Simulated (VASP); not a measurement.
# InSe (C2/m) in VASP: a series of runs

Aim: see how the results for InSe move with the level of theory and the settings. Levels: LDA, PBEsol, revPBE+D3(BJ). Tasks: single point, relaxation of cell and atoms.

Everything below comes from runs of VASP 6.6.1. Logs are shortened: lines on timing, memory, paths and dates and some standing lists are left out, and cuts for length are marked.

### 1 The cell of the first run

The structure is monoclinic, space group C2/m (No. 12). The conventional cell has a = 11.730 Å, b = 4.137 Å, c = 5.107 Å, α = 90.00°, β = 109.86°, γ = 90.00°. Within 3.8 Å of In (site symmetry m) lie 3 Se at 2.70 to 2.71 Å and 3 In at 2.82 to 3.74 Å. Within 3.6 Å of Se (site symmetry m) lie 3 In at 2.70 to 2.71 Å and 1 Se at 3.58 Å.

### 2 Single point, LDA (29.13 Å³/atom)

The input, INCAR:

```
PREC = Accurate
ENCUT = 520
EDIFF = 1E-6
ISMEAR = -1
SIGMA = 0.05
LREAL = False
LASPH = True
NELM = 80
ALGO = Normal
ISIF = 2
LWAVE = False
LCHARG = False
GGA = CA
NBANDS = 27
```

The input, KPOINTS:

```
regular mesh
0
Gamma
  7 7 6
```

The input, POSCAR:

```
InSe
1.0
    5.8649793859     -2.0682562983      0.0000000000
    5.8649793859      2.0682562983      0.0000000000
   -1.7346454858      0.0000000000      4.8029471088
In Se
2 2
Direct
    0.8882032500      0.8882032500      0.0468413600
    0.1117967500      0.1117967500      0.9531586400
    0.6609275900      0.6609275900      0.6689556200
    0.3390724100      0.3390724100      0.3310443800
```

Potentials or basis: VASP PAW LDA potentials, release 64 (In_d, Se).

Run with:

```
$ cat potpaw_LDA.64/In_d/POTCAR potpaw_LDA.64/Se/POTCAR > POTCAR
$ mpirun -np 1 vasp_std > vasp.out
```

OUTCAR:

```text
PREC = Accurate
   ENCUT = 520
   EDIFF = 1E-6
   ISMEAR = -1
   LREAL = False
   LASPH = True
   NELM = 80
   ISIF = 2
   GGA = CA

 ion  position               nearest neighbor table
   1  0.888  0.888  0.047-   4 2.70   4 2.70   3 2.71   2 2.82   2 3.74   2 3.74
   2  0.112  0.112  0.953-   3 2.70   3 2.70   4 2.71   1 2.82   1 3.74   1 3.74
   3  0.661  0.661  0.669-   2 2.70   2 2.70   1 2.71
   4  0.339  0.339  0.331-   1 2.70   1 2.70   2 2.71

  LATTYP: Found a base centered monoclinic cell.
 ALAT       =    11.7299587718
 B/A-ratio  =     0.3526451096
 C/A-ratio  =     0.4353462338
 COS(beta)  =    -0.3396874117

  Lattice vectors:

 A1 = (   5.8649793859,  -2.0682562983,   0.0000000000)
 A2 = (   5.8649793859,   2.0682562983,   0.0000000000)
 A3 = (  -1.7346454858,   0.0000000000,   4.8029471088)

Analysis of symmetry for initial positions (statically):
=====================================================================
 Subroutine PRICEL returns:
 Original cell was already a primitive cell.

 Routine SETGRP: Setting up the symmetry group for a
 base centered monoclinic supercell.

 Subroutine GETGRP returns: Found  4 space group operations
 (whereof  4 operations were pure point group operations)
 out of a pool of  4 trial point group operations.

The static configuration has the point symmetry C_2h.

Analysis of symmetry for dynamics (positions and initial velocities):
=====================================================================
 Subroutine PRICEL returns:
 Original cell was already a primitive cell.

 Routine SETGRP: Setting up the symmetry group for a
 base centered monoclinic supercell.

 Subroutine GETGRP returns: Found  4 space group operations
 (whereof  4 operations were pure point group operations)
 out of a pool of  4 trial point group operations.

The dynamic configuration has the point symmetry C_2h.

 Subroutine INISYM returns: Found  4 space group operations
 (whereof  4 operations are pure point group operations),
 and found     1 'primitive' translations

----------------------------------------------------------------------------------------

                                     Primitive cell

  volume of cell :     116.5222

  direct lattice vectors                    reciprocal lattice vectors
     5.864979386 -2.068256298  0.000000000     0.085251792 -0.241749536  0.030789770
     5.864979386  2.068256298  0.000000000     0.085251792  0.241749536  0.030789770
    -1.734645486  0.000000000  4.802947109     0.000000000  0.000000000  0.208205499

  length of vectors
     6.218976388  6.218976388  5.106593374     0.258183493  0.258183493  0.208205499

  position of ions in fractional coordinates (direct lattice)
     0.888203250  0.888203250  0.046841360
     0.111796750  0.111796750  0.953158640
     0.660927590  0.660927590  0.668955620
     0.339072410  0.339072410  0.331044380

  ion indices of the primitive-cell ions
   primitive index   ion index
                 1           1
                 2           2
                 3           3
                 4           4

----------------------------------------------------------------------------------------

 KPOINTS: regular mesh

Automatic generation of k-mesh.
 Grid dimensions read from file:
 generate k-points for:    7    7    6

 Generating k-lattice:

  Cartesian coordinates                     Fractional coordinates (reciprocal lattice)
     0.012178827 -0.034535648  0.004398539     0.142857143  0.000000000  0.000000000
     0.012178827  0.034535648  0.004398539     0.000000000  0.142857143  0.000000000
     0.000000000  0.000000000  0.034700917     0.000000000  0.000000000  0.166666667

  Length of vectors
     0.036883356  0.036883356  0.034700917

  Shift w.r.t. Gamma in fractional coordinates (k-lattice)
     0.000000000  0.000000000  0.000000000

 Subroutine IBZKPT returns following result:
 ===========================================

 Found     88 irreducible k-points:

 Following reciprocal coordinates:
            Coordinates               Weight
  0.000000  0.000000  0.000000      1.000000
  0.142857  0.000000  0.000000      4.000000
  0.285714  0.000000  0.000000      4.000000
  0.428571 -0.000000  0.000000      4.000000
  0.142857  0.142857  0.000000      2.000000
  0.285714  0.142857  0.000000      4.000000
[... 16 lines left out ...]
 -0.142857 -0.000000  0.166667      4.000000
  0.142857  0.142857  0.166667      2.000000
 [... further k-points ...]
   k-points           NKPTS =     88   k-points in BZ     NKDIM =     88   number of bands    NBANDS=     27
   number of dos      NEDOS =    301   number of ions     NIONS =      4
   total plane-waves  NPLWV =  92160
   dimension x,y,z NGX =    48 NGY =   48 NGZ =   40
   dimension x,y,z NGXF=    96 NGYF=   96 NGZF=   80
   ions per type =               2   2
   NGX,Y,Z   is equivalent  to a cutoff of  12.83, 12.83, 13.02 a.u.
   NGXF,Y,Z  is equivalent  to a cutoff of  25.66, 25.66, 26.04 a.u.
 SYSTEM =  unknown system
   PREC   = accura    normal or accurate (medium, high low for compatibility)
   ISTART =      0    job   : 0-new  1-cont  2-samecut
   ICHARG =      2    charge: 1-file 2-atom 10-const
   ISPIN  =      1    spin polarized calculation?
   LNONCOLLINEAR =      F non collinear calculations
   LSORBIT =      F    spin-orbit coupling
   LASPH  =      T    aspherical Exc in radial PAW
   ENCUT  =  520.0 eV  38.22 Ry    6.18 a.u.  11.56 11.56  9.49*2*pi/ulx,y,z
   NELM   =     80;   NELMIN=  2; NELMDL= -5     # of ELM steps
   EDIFF  = 0.1E-05   stopping-criterion for ELM
   LREAL  =      F    real-space projection
   EDIFFG = 0.1E-04   stopping-criterion for IOM
   NSW    =      0    number of steps for IOM
   IBRION =     -1    ionic relax: 0-MD 1-quasi-New 2-CG
   NFREE  =      0    steps in history (QN), initial steepest desc. (CG)
   ISIF   =      2    stress and relaxation
   ISYM   =      2    0-nonsym 1-usesym 2-fastsym
   POTIM  = 0.5000    time-step for ionic-motion
   TEBEG  =    0.0;   TEEND  =   0.0 temperature during run
   PSTRESS=    0.0 pullay stress
   NELECT =      38.0000    total number of electrons
   NUPDOWN=      -1.0000    fix difference up-down
   EMIN   =  10.00;   EMAX   =-10.00  energy-range for DOS
   EFERMI =   0.00;   METHOD = LEGACY
   ISMEAR =    -1;   SIGMA  =   0.05  broadening in eV -4-tet -1-fermi 0-gaus
   EFERMI_NEDOS =   21; number of points for ismear=-14 and -15
   IALGO  =     38    algorithm
   IMIX   =      4    mixing-type and parameters
     AMIX     =   0.40;   BMIX     =  1.00
     AMIX_MAG =   1.60;   BMIX_MAG =  1.00
  volume/ion in A,a.u.               =      29.13       196.58
  Fermi-wavevector in a.u.,A,eV,Ry     =   1.126851  2.129440 17.276584  1.269793
  Thomas-Fermi vector in A             =   2.263535
   LORBIT       =      0    0 simple, 1 ext, 2 COOP (PROOUT), +10 PAW based schemes
   GGA     = CA    functional components
   LHFCALC =     F    Hartree Fock is set to
   AEXX    =    0.0000 exact exchange contribution
   IVDW    =     0    specifies the selected vdW correction
   LEPSILON=     F    determine dielectric tensor
   LRPA    =     F    only Hartree local field effects (RPA)
 non-spin polarized calculation
  energy-cutoff  :      520.00
  volume of cell :      116.52
 maximum number of plane-waves:      3159
 NGX is ok and might be reduce to    48
   NGX = 23   NGY = 23   NGZ = 19

 number of electron      38.0000005 magnetization

 Free energy of the ion-electron system (eV)
  ---------------------------------------------------
  ext. energy  EPLUGINS =         0.00000000
  ---------------------------------------------------
  free energy    TOTEN  =       -16.48756805 eV

  energy without entropy =      -16.48756686  energy(sigma->0) =      -16.48756746

 E-fermi :   4.0680     XC(G=0):  -9.3303

 val. band max:        3.5645545383   @ k =  -0.4286  -0.4286   0.1667
 cond. band min:       4.5380611443   @ k =   0.0000   0.0000   0.5000
 fundamental gap:      0.9735066060
 Fermi energy:         4.0680184627

 k-point     1 :       0.0000    0.0000    0.0000
  band No.  band energies     occupation
      1     -10.8320      2.00000
      2     -10.7321      2.00000
      3     -10.5502      2.00000
      4     -10.5188      2.00000
      5     -10.4832      2.00000
      6     -10.4810      2.00000
[... 19 lines left out ...]
     26      10.1724      0.00000
     27      11.7182      0.00000

 k-point     2 :       0.1429    0.0000    0.0000
  band No.  band energies     occupation
      1     -10.8276      2.00000
      2     -10.7296      2.00000
      3     -10.6115      2.00000
      4     -10.5058      2.00000
      5     -10.4995      2.00000
      6     -10.4681      2.00000
[... 19 lines left out ...]
     26      10.0514      0.00000
     27      12.0162      0.00000

 k-point     3 :       0.2857    0.0000    0.0000
  band No.  band energies     occupation
      1     -10.8236      2.00000
      2     -10.7311      2.00000
      3     -10.6877      2.00000
      4     -10.5341      2.00000
      5     -10.4852      2.00000
      6     -10.4694      2.00000
[... 19 lines left out ...]
     26      10.8123      0.00000
     27      11.1379      0.00000

 k-point     4 :       0.4286   -0.0000    0.0000
  band No.  band energies     occupation
      1     -10.8356      2.00000
      2     -10.7498      2.00000
      3     -10.6945      2.00000
      4     -10.5624      2.00000
      5     -10.4857      2.00000
      6     -10.4756      2.00000
[... 19 lines left out ...]
     26      10.3530      0.00000
     27      11.7694      0.00000

 k-point     5 :       0.1429    0.1429    0.0000
  band No.  band energies     occupation
      1     -10.8255      2.00000
      2     -10.7302      2.00000
      3     -10.5626      2.00000
      4     -10.5179      2.00000
      5     -10.4892      2.00000
      6     -10.4859      2.00000
[... 19 lines left out ...]
     26      10.1491      0.00000
     27      11.8124      0.00000

 k-point     6 :       0.2857    0.1429    0.0000
  band No.  band energies     occupation
      1     -10.8210      2.00000
      2     -10.7245      2.00000
      3     -10.6033      2.00000
      4     -10.5286      2.00000
      5     -10.5076      2.00000
      6     -10.4723      2.00000
[... 444 lines left out ...]
      1     -10.8329      2.00000
      2     -10.7583      2.00000
      3     -10.7028      2.00000
      4     -10.5618      2.00000
      5     -10.4842      2.00000
      6     -10.4737      2.00000
[... 19 lines left out ...]
     26      10.4008      0.00000
     27      11.1318      0.00000

 k-point    22 :      -0.2857   -0.0000    0.1667
  band No.  band energies     occupation
      1     -10.8231      2.00000
      2     -10.7315      2.00000
      3     -10.6974      2.00000
      4     -10.5365      2.00000
      5     -10.4841      2.00000
      6     -10.4673      2.00000
[... 19 lines left out ...]
     26      10.6869      0.00000
     27      11.0316      0.00000

 k-point    23 :      -0.1429   -0.0000    0.1667
  band No.  band energies     occupation
      1     -10.8309      2.00000
      2     -10.7292      2.00000
      3     -10.6125      2.00000
      4     -10.5053      2.00000
      5     -10.5012      2.00000
      6     -10.4686      2.00000
[... 19 lines left out ...]
     26       9.7678      0.00000
     27      11.7521      0.00000

 k-point    24 :       0.1429    0.1429    0.1667
  band No.  band energies     occupation
      1     -10.8292      2.00000
      2     -10.7290      2.00000
      3     -10.5627      2.00000
      4     -10.5166      2.00000
      5     -10.4887      2.00000
      6     -10.4870      2.00000
[... 19 lines left out ...]
     26      10.0808      0.00000
     27      11.3333      0.00000

 [... further k-points ...]

------------------------ aborting loop because EDIFF is reached ----------------------------------------

  FORCE on cell =-STRESS in cart. coord.  units (eV):
  Direction    XX          YY          ZZ          XY          YZ          ZX
  --------------------------------------------------------------------------------------
  -------------------------------------------------------------------------------------
  Total       -3.0422544     -2.4951690     -2.1446886      0.0000000      0.0000000      0.0053263
  in kB      -41.8309250    -34.3085141    -29.4894164      0.0000000      0.0000000      0.0732370
  external PRESSURE =     -35.2096185 kB  Pullay stress =       0.0000000 kB

 VOLUME and BASIS-vectors are now :
 -----------------------------------------------------------------------------
  energy-cutoff  :      520.00
  volume of cell :      116.52
      direct lattice vectors                 reciprocal lattice vectors
     5.864979386 -2.068256298  0.000000000     0.085251792 -0.241749536  0.030789770
     5.864979386  2.068256298  0.000000000     0.085251792  0.241749536  0.030789770
    -1.734645486  0.000000000  4.802947109     0.000000000  0.000000000  0.208205499

 POSITION                                       TOTAL-FORCE (eV/Angst)
 -----------------------------------------------------------------------------------
     10.33733      0.00000      0.22498        -0.143365      0.000000      0.025740
     -0.34202      0.00000      4.57797         0.143365      0.000000     -0.025740
      6.59225      0.00000      3.21296        -0.006063      0.000000      0.209728
      3.40306      0.00000      1.58999         0.006063      0.000000     -0.209728
 -----------------------------------------------------------------------------------
    total drift:                               -0.000000     -0.000000      0.000000

  FREE ENERGIE OF THE ION-ELECTRON SYSTEM (eV)
  ---------------------------------------------------
  free  energy   TOTEN  =       -16.4875680544 eV

  energy  without entropy=      -16.4875668643  energy(sigma->0) =      -16.48756746
```

Run time: 7.9 min. Hardware: 1 thread of Intel Xeon 8259CL, shared host; peak memory 0.4 GiB.

What came out:

| Property | Result |
| --- | --- |
| Free energy | -16.4876 eV |
| Pressure | -3.5 GPa |
| Largest force | 0.210 eV/Å |
| Band gap on the k mesh | 0.97 eV (least direct gap 1.02 eV) |

Forces in eV/Å, atoms in the order of the input:
```
In  -0.143  0.000  0.026
In   0.143  0.000 -0.026
Se  -0.006  0.000  0.210
Se   0.006  0.000 -0.210
```

Caveat: the cell stands under tension; spin-orbit coupling is left out, which moves the levels of the heavy elements. A k mesh can miss the band edges.

(Part 1 of 2 ends here.)
